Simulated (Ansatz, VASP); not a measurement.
## One calculation of SiSbTe3, two programs

```
CELL_PARAMETERS angstrom
4.89474 0.00000 0.00000
-2.44737 4.23897 0.00000
0.00000 0.00000 9.14945
ATOMIC_POSITIONS crystal
Si 0.00000 0.00000 0.50000
Sb 0.33333 0.66667 0.00000
Te 0.66667 0.33333 0.34919
Te 0.66667 0.33333 0.65081
Te 0.00000 0.00000 0.00000
```

Change from the starting cell: species swapped into the GaFe3As type (P-6m2, No. 187).

Alike in both runs: functional PBE; k mesh 12 × 12 × 4; occupations gaussian, width 0.1 eV; no spin polarisation.

Ansatz relaxed the structure, and its values are those at the end. VASP's run is a single point on that final structure, the one shown.

|  | VASP | Ansatz |
| --- | --- | --- |
| version | VASP 6.6.1 | Ansatz 0.2.0 |
| potentials or method | VASP PAW PBE potentials, release 64 (Si, Sb, Te), cutoff 520 eV | scalar-relativistic, plane waves, PAW |
| valence electrons in the cell | 27 | 67 |

|  | VASP | Ansatz | Ansatz less VASP |
| --- | --- | --- | --- |
| gap on the k mesh at the Fermi level (eV) | none | none | - |
| pressure (GPa) | 0.0 | 0.0 | -0.02 |
| rms of the force components (eV/Å) | 0.007 | 0.000 | -0.0068 |

A gap of «none» marks a metal or a gap that the smearing closes. The functional is the same, so the differences come from potentials, cutoffs and numerics. VASP's potentials hold 27 valence electrons a cell and Ansatz's 67, so a difference there can come from the potentials and not from the codes.

Neither program's run includes spin-orbit coupling.
